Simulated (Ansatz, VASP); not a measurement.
## Re: VASP beside Ansatz

```
Re
1.0
     0.00000    2.93476    2.93476
     2.93476    0.00000    2.93476
     2.93476    2.93476    0.00000
Re
2
Cartesian
  0.7337 0.7337 0.7337
  5.1358 5.1358 5.1358
```

Alike in both runs: task single point; functional PBE; k mesh 16 × 16 × 16; occupations fermi-dirac, width 0.1 eV; no spin polarisation.

|  | VASP | Ansatz |
| --- | --- | --- |
| version | VASP 6.6.1 | Ansatz 0.2.0 |
| potentials or method | VASP PAW PBE potentials, release 64 (Re), cutoff 520 eV | plane waves (420 eV) with PAW, scalar-relativistic |
| valence electrons in the cell | 14 | 30 |

```tsv
	VASP	Ansatz	Ansatz less VASP
pressure (GPa)	-16.9	-15.8	+1.11
```

The functional is the same, so the differences come from potentials, cutoffs and numerics. VASP's potentials hold 14 valence electrons a cell and Ansatz's 30, so a difference there can come from the potentials and not from the codes.

Spin-orbit coupling is off throughout.
